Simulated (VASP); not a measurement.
# In16H (a cell with a defect) in VASP: single point with PBE

Aim: the single point of In16H (a cell with a defect) with PBE.

Everything below comes from runs of VASP 6.6.1. Logs are shortened: lines on timing, memory, paths and dates and some standing lists are left out, and cuts for length are marked.

## (1) The cell of the first run

The cell holds a defect, 17 atoms: a = 8.296 Å, b = 8.296 Å, c = 8.296 Å, α = 109.45°, β = 109.45°, γ = 109.51°.

## (2) Single point, PBE

The input, INCAR:

```
SYSTEM = In16H
  PREC = Accurate
  ENCUT = 400
  EDIFF = 1E-6
  ISMEAR = 0
  SIGMA = 0.1
  LREAL = .FALSE.
  LASPH = .TRUE.
  NELM = 120
  ALGO = Normal
  ISIF = 2
  LWAVE = .FALSE.
  LCHARG = .FALSE.
  GGA = PE
  NBANDS = 118
  GGA_COMPAT = .FALSE.
```

The input, KPOINTS:

```
Automatic mesh
0
Gamma
  4 4 4
  0.5 0.5 0.5
```

The input, POSCAR:

```
In16H
1.0
    6.7754602306      0.0000000000     -4.7878627362
   -6.7754602306      0.0000000000     -4.7878627362
    0.0000000000      6.7754602306      4.7878627362
In H
16 1
Direct
    0.2536782906      0.7506510254      0.0006173750
    0.5018290529      0.5008220364     -0.0027977435
    0.7456557849      0.2516359123     -0.0029516814
   -0.0001083202      0.7371034455      0.2740461809
    0.2542455536      0.5059310394      0.2512952541
    0.7456577797      0.7470117836      0.5016538928
   -0.0000773704      0.0240342020     -0.0128612665
    0.4981451688      0.2453698677      0.2489674417
    0.7546107633     -0.0010798948      0.2489481072
    0.0000248668      0.4955498770      0.5044196090
    0.5018086583      0.7472204744      0.7507928357
    0.2453494687      0.2443209039      0.4942949831
    0.7461978144      0.4968106226      0.7468505205
    0.4981515107     -0.0010523640      0.4953973436
   -0.0000665911      0.2543542071      0.7455255921
    0.2542586222      0.0013574255      0.7559394972
    1.0005963605      0.8333215244      1.0833410204
```

Potentials or basis: VASP PAW PBE potentials, release 64 (In_d, H).

Command:

```
> cat potpaw_PBE.64/In_d/POTCAR potpaw_PBE.64/H/POTCAR > POTCAR
> mpirun -np 1 vasp_std > vasp.out
```

OUTCAR:

```text
SYSTEM = In16H
   PREC = Accurate
   ENCUT = 400
   EDIFF = 1E-6
   ISMEAR = 0
   LREAL = .FALSE.
   LASPH = .TRUE.
   NELM = 120
   ISIF = 2
   GGA = PE

 ion  position               nearest neighbor table
   1  0.254  0.751  0.001-   8 3.35  14 3.35  16 3.36   5 3.36  15 3.36  10 3.36  11 3.37   2 3.37
                             9 3.39  13 3.44   4 3.58   7 3.58
   2  0.502  0.501  0.997-  11 3.34   3 3.34  13 3.35   9 3.37   1 3.37  16 3.38   4 3.39   5 3.40
                            15 3.40  12 3.41   6 3.42   8 3.44
   3  0.746  0.252  0.997-   7 3.27   4 3.30  16 3.33   2 3.34  13 3.36   8 3.38  14 3.40  11 3.42
                             9 3.42  15 3.43  10 3.44   5 3.44
   4  1.000  0.737  0.274-  17 2.00  10 3.20   6 3.27  16 3.27   3 3.30   5 3.30   2 3.39  14 3.39
                            12 3.45   9 3.45   1 3.58  13 3.58   7 3.89
   5  0.254  0.506  0.251-   7 3.27   4 3.30   6 3.33  14 3.34   1 3.36  11 3.38   2 3.40  12 3.42
                             8 3.42  15 3.43  10 3.44   3 3.44
   6  0.746  0.747  0.502-   4 3.27   7 3.30   5 3.33  11 3.34  13 3.36  14 3.38   8 3.40   2 3.42
                             9 3.42  10 3.43  15 3.44  16 3.44
   7  1.000  0.024  0.987-  17 2.00  15 3.20   5 3.27   3 3.27  16 3.30   6 3.30  11 3.39   8 3.39
                             9 3.44  12 3.45  13 3.58   1 3.58   4 3.89
   8  0.498  0.245  0.249-  14 3.34  16 3.34   1 3.35  13 3.37  12 3.37   3 3.38   7 3.39   6 3.40
                            10 3.40   9 3.41   5 3.42   2 3.44
   9  0.755  0.999  0.249-  12 3.32  10 3.36  15 3.37   2 3.37  11 3.38   1 3.39  14 3.41   8 3.41
                             6 3.42   3 3.42   7 3.44   4 3.45
  10  0.000  0.496  0.504-   4 3.20  15 3.27  13 3.36   1 3.36   9 3.36  12 3.37  11 3.40   8 3.40
                            16 3.43   6 3.43   5 3.44   3 3.44
  11  0.502  0.747  0.751-   2 3.34   6 3.34  13 3.35   1 3.37   9 3.38   5 3.38   7 3.39  10 3.40
                            16 3.40  12 3.41   3 3.42  14 3.43
  12  0.245  0.244  0.494-   9 3.32  15 3.36  10 3.37   8 3.37  14 3.38  13 3.39  11 3.41   2 3.41
                             5 3.42  16 3.42   4 3.45   7 3.45
  13  0.746  0.497  0.747-   2 3.35  11 3.35   3 3.36   6 3.36  10 3.36  15 3.36  14 3.37   8 3.37
                            12 3.39   1 3.44   7 3.58   4 3.58
  14  0.498  0.999  0.495-   8 3.34   5 3.34   1 3.35  13 3.37  12 3.38   6 3.38   4 3.39  15 3.40
                             3 3.40   9 3.41  16 3.42  11 3.43
  15  1.000  0.254  0.746-   7 3.20  10 3.27   1 3.36  13 3.36  12 3.36   9 3.37  14 3.40   2 3.40
                             3 3.43   5 3.43   6 3.44  16 3.44
  16  0.254  0.001  0.756-   4 3.27   7 3.30   3 3.33   8 3.34   1 3.36   2 3.38  11 3.40  14 3.42
                            12 3.42  10 3.43  15 3.44   6 3.44
  17  0.001  0.833  0.083-   7 2.00   4 2.00

  LATTYP: Found a body centered tetragonal cell.
 ALAT       =     9.5819477494
 C/A-ratio  =     0.9993506250

  Lattice vectors:

 A1 = (   6.7754602306,   0.0000000000,  -4.7878627362)
 A2 = (  -6.7754602306,   0.0000000000,  -4.7878627362)
 A3 = (   0.0000000000,   6.7754602306,   4.7878627362)

Analysis of symmetry for initial positions (statically):
=====================================================================
 Subroutine PRICEL returns:
[... 174 lines left out ...]
  volume/ion in A,a.u.               =      25.86       174.50
  Fermi-wavevector in a.u.,A,eV,Ry     =   1.277734  2.414567 22.212933  1.632605
  Thomas-Fermi vector in A             =   2.410317
   LORBIT       =      0    0 simple, 1 ext, 2 COOP (PROOUT), +10 PAW based schemes
   GGA     = PE    functional components
   LHFCALC =     F    Hartree Fock is set to
   AEXX    =    0.0000 exact exchange contribution
   IVDW    =     0    specifies the selected vdW correction
   LEPSILON=     F    determine dielectric tensor
   LRPA    =     F    only Hartree local field effects (RPA)
 non-spin polarized calculation
 Gauss-broadening in eV      SIGMA  =   0.10
  energy-cutoff  :      400.00
  volume of cell :      439.59
 maximum number of plane-waves:      8027
 NGX is ok and might be reduce to    54
   NGX = 27   NGY = 27   NGZ = 27

 number of electron     208.9999973 magnetization

 Free energy of the ion-electron system (eV)
  ---------------------------------------------------
  ext. energy  EPLUGINS =         0.00000000
  ---------------------------------------------------
  free energy    TOTEN  =       -43.21962777 eV

  energy without entropy =      -43.14975182  energy(sigma->0) =      -43.18468979

 E-fermi :   6.9663     XC(G=0): -10.0535

 val. band max:        6.9590298200   @ k =  -0.3750   0.3750   0.3750
 cond. band min:       6.9681262752   @ k =   0.1250   0.3750   0.3750
 fundamental gap:      0.0090964553
 Fermi energy:         6.9662906676

 k-point     1 :       0.1250    0.1250    0.1250
  band No.  band energies     occupation
      1      -7.7492      2.00000
      2      -7.7298      2.00000
      3      -7.7252      2.00000
      4      -7.6557      2.00000
      5      -7.6464      2.00000
      6      -7.6451      2.00000
[... 2845 lines left out ...]
    115       9.5590      0.00000
    116       9.9048      0.00000

 [... further k-points ...]

 [bands above 116 left out]

------------------------ aborting loop because EDIFF is reached ----------------------------------------

  FORCE on cell =-STRESS in cart. coord.  units (eV):
  Direction    XX          YY          ZZ          XY          YZ          ZX
  --------------------------------------------------------------------------------------
  -------------------------------------------------------------------------------------
  Total        2.2481902      2.2473069      1.9580507     -0.1853067      0.3654059      0.3649212
  in kB        8.1939696      8.1907501      7.1364991     -0.6753866      1.3317932      1.3300266
  external PRESSURE =       7.8404063 kB  Pullay stress =       0.0000000 kB

 VOLUME and BASIS-vectors are now :
 -----------------------------------------------------------------------------
  energy-cutoff  :      400.00
  volume of cell :      439.59
      direct lattice vectors                 reciprocal lattice vectors
     6.775460231  0.000000000 -4.787862736     0.073795725  0.073795725 -0.104430730
    -6.775460231  0.000000000 -4.787862736    -0.073795725  0.073795725 -0.104430730
     0.000000000  6.775460231  4.787862736     0.000000000  0.147591450  0.000000000

 POSITION                                       TOTAL-FORCE (eV/Angst)
 -----------------------------------------------------------------------------------
     -3.36722      0.00418     -4.80564         0.004453     -0.001968     -0.001598
      0.00682      6.75650     -0.02609         0.000203     -0.000472      0.007175
      3.34721      6.75546     -0.00117        -0.010115      0.007057     -0.010232
      1.78051      1.85679     -7.00440        -0.005645      0.029263      0.016726
     -1.70528      1.70264     -2.43645        -0.015846      0.001260     -0.002329
     -0.00917      3.39894     -4.74485        -0.001233      0.015841      0.002441
[... 9 lines left out ...]
      1.71352      5.12184      2.39548        -0.007016      0.010001      0.010372
     -5.64210      0.56467     -3.59366         0.071649     -0.071296      0.000018
 -----------------------------------------------------------------------------------
    total drift:                               -0.001287      0.001208     -0.000022

  FREE ENERGIE OF THE ION-ELECTRON SYSTEM (eV)
  ---------------------------------------------------
  free  energy   TOTEN  =       -43.2196277688 eV

  energy  without entropy=      -43.1497518192  energy(sigma->0) =      -43.18468979
```

OSZICAR:

```text
N       E                     dE             d eps       ncg     rms          rms(c)
DAV:   1     0.233942901788E+04    0.23394E+04   -0.82271E+04  7552   0.208E+03
DAV:   2     0.314541630590E+03   -0.20249E+04   -0.20042E+04  7552   0.588E+02
DAV:   3    -0.170327082897E+02   -0.33157E+03   -0.32130E+03  7702   0.247E+02
DAV:   4    -0.429213581442E+02   -0.25889E+02   -0.24858E+02  8622   0.712E+01
DAV:   5    -0.438717501857E+02   -0.95039E+00   -0.94161E+00  9604   0.119E+01    0.110E+01
DAV:   6    -0.432848607031E+02    0.58689E+00   -0.14924E+00  9552   0.752E+00    0.422E+00
DAV:   7    -0.432147505349E+02    0.70110E-01   -0.93183E-01  8668   0.667E+00    0.134E+00
DAV:   8    -0.432205078032E+02   -0.57573E-02   -0.18083E-01  8952   0.333E+00    0.730E-01
DAV:   9    -0.432191983107E+02    0.13095E-02   -0.21490E-02 11536   0.762E-01    0.387E-01
DAV:  10    -0.432196732869E+02   -0.47498E-03   -0.54789E-03  9362   0.292E-01    0.162E-01
DAV:  11    -0.432196054802E+02    0.67807E-04   -0.55637E-04  9416   0.227E-01    0.827E-02
DAV:  12    -0.432196245990E+02   -0.19119E-04   -0.23651E-04 11814   0.145E-01    0.237E-02
DAV:  13    -0.432196276054E+02   -0.30063E-05   -0.42137E-05 10366   0.302E-02    0.105E-02
DAV:  14    -0.432196277688E+02   -0.16348E-06   -0.64908E-06  5748   0.266E-02
   1 F= -.43219628E+02 E0= -.43184690E+02  d E =-.698759E-01
```

It took 37 min on 1 thread of Oxide Virtual Turin-like, shared host; peak memory 0.84 GiB.

What came out:

* Free energy: -43.2196 eV
* Pressure: 0.8 GPa
* Largest force: 0.101 eV/Å
* Band gap on the k mesh: zero (an odd number of electrons rules out a gap without spin polarisation)

Forces in eV/Å, atoms in the order of the input:
```
In   0.004 -0.002 -0.002
In   0.000  0.000  0.007
In  -0.010  0.007 -0.010
In  -0.006  0.029  0.017
In  -0.016  0.001 -0.002
In  -0.001  0.016  0.002
In  -0.029  0.006 -0.017
In   0.000  0.000 -0.007
In   0.002  0.005 -0.005
In   0.004  0.012  0.011
In  -0.005 -0.006  0.000
In  -0.005 -0.002  0.005
In   0.002 -0.005  0.002
In   0.006  0.005  0.000
In  -0.012 -0.004 -0.011
In  -0.007  0.010  0.010
H    0.072 -0.071  0.000
```

Stress tensor (GPa, compression positive):
```
 0.82 -0.07  0.13
-0.07  0.82  0.13
 0.13  0.13  0.71
```

Caveat: spin-orbit coupling is left out, which moves the levels of the heavy elements.
